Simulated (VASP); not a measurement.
A run of VASP 6.6.1:

INCAR

```
SYSTEM = Ta
ALGO = Fast ; EDIFF = 1E-6
ENCUT = 520 ; GGA = PS
ISIF = 2 ; ISMEAR = 0
LASPH = .True. ; LCHARG = .True.
LELF = .True. ; LREAL = .False.
LVHAR = .True. ; LWAVE = .False.
NBANDS = 12 ; NELM = 60
PREC = Accurate ; SIGMA = 0.15
```

File KPOINTS:

```
k-points
0
Gamma
  22 22 22
  0 0 0
```

Contents of POSCAR:

```
Ta
1.0
   -1.6739030852      1.6739030852      1.6069469618
    1.6739030852     -1.6739030852      1.6069469618
    1.6739030852      1.6739030852     -1.6069469618
Ta
1
Direct
    0.0000000000      0.0000000000      0.0000000000
```

Potentials or basis: VASP PAW PBE potentials, release 64 (Ta_pv).

The run is started by

```bash
$ cat potpaw_PBE.64/Ta_pv/POTCAR > POTCAR
$ mpirun -np 1 vasp_std > vasp.out
```

Hardware: 1 thread of Intel Xeon 6975P-C, with other jobs on the host.

Q: Estimate the wall time of this run.

A: Wall time 110 s on 1 thread of Intel Xeon 6975P-C, on a shared host, peak memory 0.29 GiB. Counts: scf iterations 12, k points 834.
